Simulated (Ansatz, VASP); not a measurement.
## Two plane-wave programs on KSb3

```
K Sb
1.0
     4.88570    0.00000    0.00000
     0.00000    4.88570    0.00000
     0.00000    0.00000    4.88570
K Sb
1 3
Direct
  0.00000 0.00000 0.00000
  0.00000 0.50000 0.50000
  0.50000 0.00000 0.50000
  0.50000 0.50000 0.00000
```

Alike in both runs: functional PBE; k mesh 10 × 10 × 10; occupations gaussian, width 0.1 eV; no spin polarisation.

Ansatz relaxed the structure, and its values are those at the end. VASP's run is a single point on that final structure, the one shown.

|  | VASP | Ansatz |
| --- | --- | --- |
| version | VASP 6.6.1 | Ansatz 0.2.0 |
| potentials or method | VASP PAW PBE potentials, release 64 (K_sv, Sb), cutoff 520 eV | scalar-relativistic, plane waves, PAW |
| valence electrons in the cell | 24 | 54 |

```tsv
	VASP	Ansatz	Ansatz less VASP
gap on the k mesh at the Fermi level (eV)	none	none	-
pressure (GPa)	0.0	0.0	+0.01
```

A gap of «none» marks a metal or a gap that the smearing closes. The functional is the same, so the differences come from potentials, cutoffs and numerics. VASP's potentials hold 24 valence electrons a cell and Ansatz's 54, so a difference there can come from the potentials and not from the codes.

Spin-orbit coupling is off throughout.
